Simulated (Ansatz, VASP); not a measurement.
# One calculation of YLuAs2, two programs

The input POSCAR:

```
YLuAs2
1.0
    2.0351943587      1.1750200108      6.6326431875
   -2.0351943587      1.1750200108      6.6326431875
    0.0000000000     -2.3500400217      6.6326431875
Y Lu As
1 1 2
Direct
    1.0000000000      0.0000000000      0.0000000000
    0.5000000000      0.5000000000      0.5000000000
    0.2478776991      0.2478776991      0.2478776991
    0.7521223009      0.7521223009      0.7521223009
```

INCAR.step1

```
SYSTEM = YLuAs2
PREC     = Accurate       ! precision mode
ENCUT    = 520            ! plane-wave cutoff, eV
ISMEAR   = -1             ! smearing method
SIGMA    = 0.02           ! smearing width, eV
LREAL    = .FALSE.        ! projectors in reciprocal space
LASPH    = .TRUE.         ! aspherical terms in the spheres
NELM     = 60             ! most SCF steps
NBANDS   = 31             ! bands
GGA      = PE             ! functional
ALGO     = Normal         ! electronic algorithm
EDIFF    = 1E-4           ! SCF threshold, eV
LWAVE    = .TRUE.         ! write WAVECAR
LCHARG   = .FALSE.        ! write CHGCAR
```

INCAR.step2

```
SYSTEM = YLuAs2
PREC     = Accurate       ! precision mode
ENCUT    = 520            ! plane-wave cutoff, eV
EDIFF    = 1E-6           ! SCF threshold, eV
ISMEAR   = -1             ! smearing method
SIGMA    = 0.02           ! smearing width, eV
LREAL    = .FALSE.        ! projectors in reciprocal space
LASPH    = .TRUE.         ! aspherical terms in the spheres
NELM     = 60             ! most SCF steps
ALGO     = Normal         ! electronic algorithm
ISIF     = 2              ! what is computed and relaxed
LWAVE    = .FALSE.        ! write WAVECAR
LCHARG   = .FALSE.        ! write CHGCAR
METAGGA  = R2SCAN         ! meta-GGA
LMIXTAU  = .TRUE.       
NBANDS   = 31             ! bands
ISTART   = 1
```

KPOINTS

```
Automatic mesh
0
G
  8 8 8
  0 0 0
```

Input for Ansatz:

```yaml
crystal:
  lattice:
    - [2.0351943587, 1.1750200108, 6.6326431875]
    - [-2.0351943587, 1.1750200108, 6.6326431875]
    - [0.0, -2.3500400217, 6.6326431875]
  atoms:
    - { symbol: "Y", position: [1.0, 0.0, 0.0] }
    - { symbol: Lu, position: [0.5, 0.5, 0.5] }
    - { symbol: As, position: [0.2478776991, 0.2478776991, 0.2478776991] }
    - { symbol: As, position: [0.7521223009, 0.7521223009, 0.7521223009] }
kpoints:
  mp_grid: { grid: [8, 8, 8] }
  band_path:
    path:
      - [0.0, 0.0, 0.0]
      - [0.5, 0.5, 0.5]
      - [0.8124102349, 0.1875897651, 0.5]
      - [0.5, -0.1875897651, 0.1875897651]
      - [0.5, 0.0, 0.0]
      - [0.3437948825, -0.3437948825, 0.0]
      - [0.6562051175, 0.0, 0.3437948825]
      - [0.5, 0.0, 0.5]
    npoints: 1
hamiltonian:
  xc: r2scan
scf:
  occupations: { method: fermi_dirac, width: 0.02 }
  n_extra_bands: 5
output:
  forces: true
  stress: true
  eigenvalues: true
```

Alike in both runs: task single point; functional r2SCAN; k mesh 8 × 8 × 8; occupations fermi-dirac, width 0.02 eV; no spin polarisation.

|  | VASP | Ansatz |
| --- | --- | --- |
| version | VASP 6.6.1 | Ansatz 0.2.0 |
| potentials or method | VASP PAW PBE potentials, release 64 (Y_sv, Lu, As) | plane waves, PAW |
| plane-wave cutoff (eV) | 520 | 500 |
| valence electrons in the cell | 46 | 66 |

```tsv
	VASP	Ansatz	Ansatz less VASP
pressure (GPa)	0.2	-0.1	-0.23
traceless stress, the component that is largest in VASP (GPa)	0.13	0.11	-0.020
rms of the force components (eV/Å)	0.013	0.000	-0.0122
```

VASP's potentials were made for PBE, not for r2SCAN. Atom by atom the forces differ by 0.013 eV/Å (rms over components). VASP's potentials hold 46 valence electrons a cell and Ansatz's 66, so a difference there can come from the potentials and not from the codes.

Neither program's run includes spin-orbit coupling.
